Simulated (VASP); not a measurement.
A run of VASP 6.6.1 is set up as follows.

Contents of INCAR:

```
ALGO = Normal
EDIFF = 1E-6
ENCUT = 520
GGA = PE
ISIF = 2
ISMEAR = 0
ISPIN = 2
LASPH = True
LCHARG = True
LELF = True
LMAXMIX = 4
LORBIT = 11
LREAL = False
LVHAR = True
LWAVE = False
MAGMOM = 3.79 0
NBANDS = 18
NELM = 150
PREC = Accurate
SIGMA = 0.05
```

Contents of KPOINTS:

```
k-points
0
Gamma
  14 14 14
```

POSCAR

```
FeO
1.0
    0.0000000000      2.1542589956      2.1542589956
    2.1542589956      0.0000000000      2.1542589956
    2.1542589956      2.1542589956      0.0000000000
Fe O
1 1
Direct
    0.0000000000      0.0000000000      0.0000000000
    0.5000000000      0.5000000000      0.5000000000
```

Potentials or basis: VASP PAW PBE potentials, release 64 (Fe, O).

Command:

```sh
$ cat potpaw_PBE.64/Fe/POTCAR potpaw_PBE.64/O/POTCAR > POTCAR
$ mpirun -np 1 vasp_std > vasp.out
```

**Question.** What does it give for the site moments?

**Answer.** Fe +3.62; O +0.30 μB.

**Question.** What does it give for the pressure?

**Answer.** 0.1 GPa.

**Question.** Predict the band gap on the k mesh.

**Answer.** Zero (filled and empty bands overlap).

**Question.** Estimate the net moment.

**Answer.** 4.00 μB per cell.

Caveat: a cell with one magnetic atom can't hold antiferromagnetic order, which such compounds often take; semilocal functionals often make such compounds metallic where correlation or magnetic order opens a gap, which also shifts bond lengths.

**The experiment to reproduce.**

From “W\"ustite: Electric, thermodynamic and optical properties of FeO”, 2012, arxiv:1203.1201, for a bulk crystal of FeO: band gap 2.4 eV (optical).

Measured gap of FeO: 2.4 eV (optical; quoted in “W\"ustite: Electric, thermodynamic and optical properties of FeO”, 2012, arxiv:1203.1201). This calculation gives 0.00 eV (-2.40 eV). So large a miss can be the level of theory's own, or it may mean another phase, state or a wrong row. The value is that of PBE on a finite k mesh, which can miss the band edges, without temperature or zero-point motion. Semilocal functionals fall short of measured gaps as a rule. The run's magnetic order (collinear spin, ferromagnetic start) needn't be the measured crystal's.
